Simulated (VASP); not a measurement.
A run of VASP 6.6.1 is set up as follows.

The input INCAR:

```
PREC = Accurate
ENCUT = 520
EDIFF = 1E-6
ISMEAR = -1
SIGMA = 0.05
LREAL = False
LASPH = True
NELM = 80
ALGO = Fast
ISIF = 2
LWAVE = False
LCHARG = True
GGA = PS
LELF = True
LVHAR = True
NBANDS = 30
```

The input KPOINTS:

```
Automatic mesh
0
Gamma
  9 9 9
```

The input POSCAR:

```
Ta3Cu
1.0
   -2.0065070000      2.0065070000      4.2081700000
    2.0065070000     -2.0065070000      4.2081700000
    2.0065070000      2.0065070000     -4.2081700000
Ta Cu
3 1
Direct
    0.5000000000      0.5000000000      0.0000000000
    0.2500000000      0.7500000000      0.5000000000
    0.7500000000      0.2500000000      0.5000000000
    0.0000000000      0.0000000000      0.0000000000
```

Potentials or basis: VASP PAW PBE potentials, release 64 (Ta_pv, Cu).

The run is started by

```sh
$ cat potpaw_PBE.64/Ta_pv/POTCAR potpaw_PBE.64/Cu/POTCAR > POTCAR
$ mpirun -np 1 vasp_std > vasp.out
```

Q: Predict the pressure.

A: -6.0 GPa.

Q: What does it give for the band gap on the k mesh?

A: Zero (bands 22 and 23 overlap by 1.32 eV).

Stress tensor (GPa, compression positive):
```
-5.81  0.00  0.00
 0.00 -5.81  0.00
 0.00  0.00 -6.31
```

Caveat: the cell stands under tension; the PAW data sets were made with another functional, which shifts forces and pressure a little; spin-orbit coupling is left out, which moves the levels of the heavy elements.
